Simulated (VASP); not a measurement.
## CdS: relaxation of cell and atoms with LDA

CdS:

```xyz
2
Lattice="0.0000 2.9100 2.9100 2.9100 0.0000 2.9100 2.9100 2.9100 0.0000" Properties=species:S:1:pos:R:3 pbc="T T T"
Cd    0.0000    0.0000    0.0000
S     1.4550    1.4550    1.4550
```

| Property | Result |
| --- | --- |
| Program | VASP 6.6.1 |
| Task | relaxation of cell and atoms |
| Functional | LDA |
| Potentials or basis | VASP PAW LDA potentials, release 64 (Cd, S) |
| Cutoff | 600 eV |
| k mesh | 8 × 8 × 8 |
| Occupations | gaussian, width 0.02 eV |
| Spin | no spin polarisation |
| Dipole correction | no |
| Further INCAR settings | ALGO = Normal; EDIFF = 1e-06; IBRION = 2; EDIFFG = -0.004; NSW = 80; ISIF = 3 |

```json
{
  "Relaxed volume": "24.02 Å³/atom",
  "Relaxed cell": "a = 4.081 Å, b = 4.081 Å, c = 4.081 Å, α = 60.00°, β = 60.00°, γ = 60.00°",
  "Space group after relaxing (to 0.05 Å)": "F-43m (No. 216)",
  "Energy gained by relaxing": "3.2 meV/atom",
  "Ionic steps": "3",
  "Pressure after relaxing": "0.0 GPa",
  "Band gap on the k mesh": "0.96 eV, direct"
}
```

Step by step:
| step | energy change (eV) | largest force (eV/Å) | pressure (GPa) | volume (Å³) |
| --- | --- | --- | --- | --- |
| 1 | 0.0000 | 0.0000 | -1.62 | 49.28 |
| 2 | -0.0052 | 0.0000 | 0.75 | 47.53 |
| 3 | -0.0064 | 0.0000 | 0.01 | 48.05 |

Final structure:
```
Cd S
1.0
     0.00000    2.88544    2.88544
     2.88544    0.00000    2.88544
     2.88544    2.88544    0.00000
Cd S
1 1
Direct
  0.00000 0.00000 0.00000
  0.25000 0.25000 0.25000
```

Levels at points of the mesh, in eV from the valence-band top:
```tsv
k point	band 6	band 7	band 8	band 9	band 10	band 11	band 12	band 13
(0.00, 0.00, 0.00)	-7.38	0.00	0.00	0.00	0.96	6.35	6.35	6.35
(0.50, 0.00, 0.00)	-6.96	-4.72	-0.82	-0.82	2.83	6.84	6.84	7.32
(0.50, 0.50, 0.00)	-6.90	-4.20	-2.04	-2.04	3.25	4.20	9.10	10.74
```

Wall time 35 s on 1 thread of Intel(R) Xeon(R) Platinum 8259CL CPU @ 2.50GHz (Skylake/Cascade Lake) (shared host), peak memory 0.19 GiB.

As with any semilocal functional, this LDA gap is likely too small.
